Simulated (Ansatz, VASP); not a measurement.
Two plane-wave programs on CoO

```xyz
2
Lattice="1.5055 0.8692 2.4399 -1.5055 0.8692 2.4399 0.0000 -1.7384 2.4399" Properties=species:S:1:pos:R:3 pbc="T T T"
Co    0.0000    0.0000    0.0000
O     0.0000    0.0000    3.6599
```

Alike in both runs: task relaxation of cell and atoms; functional PBE; dispersion D3(BJ); k mesh 11 × 11 × 11; occupations fermi-dirac, width 0.05 eV; collinear spin.

|  | VASP | Ansatz |
| --- | --- | --- |
| version | VASP 6.6.1 | Ansatz 0.2.0 |
| potentials or method | VASP PAW PBE potentials, release 64 (Co, O) | Ansatz PAW |
| plane-wave cutoff (eV) | 600 | 420 |
| valence electrons in the cell | 15 | 23 |

Ansatz gave:

```
gap on the k mesh at the Fermi level, each at its own relaxed structure (eV) : none
net moment per atom (μB)                                                     : 1.46
size of the moment on the site where the two differ most (μB)                : 2.48
relaxed volume (Å³/atom)                                                     : 9.64
relaxed length of the cell vector where the two differ most in proportion (Å)              : 2.941
```

Question: Which values does VASP return?

Answer: gap on the k mesh at the Fermi level, each at its own relaxed structure (eV): none; net moment per atom (μB): 1.44; size of the moment on the site where the two differ most (μB): 2.54; relaxed volume (Å³/atom): 9.64; relaxed length of the cell vector where the two differ most in proportion (Å): 2.943.

Site moments also hang on the region over which each program counts them. A gap of «none» marks a metal or a gap that the smearing closes. VASP's potentials hold 15 valence electrons a cell and Ansatz's 23, so a difference there can come from the potentials and not from the codes.

Noted on Ansatz's run: the plane-wave basis is chosen anew once the cell has moved, so the energies of steps on either side of that aren't comparable.
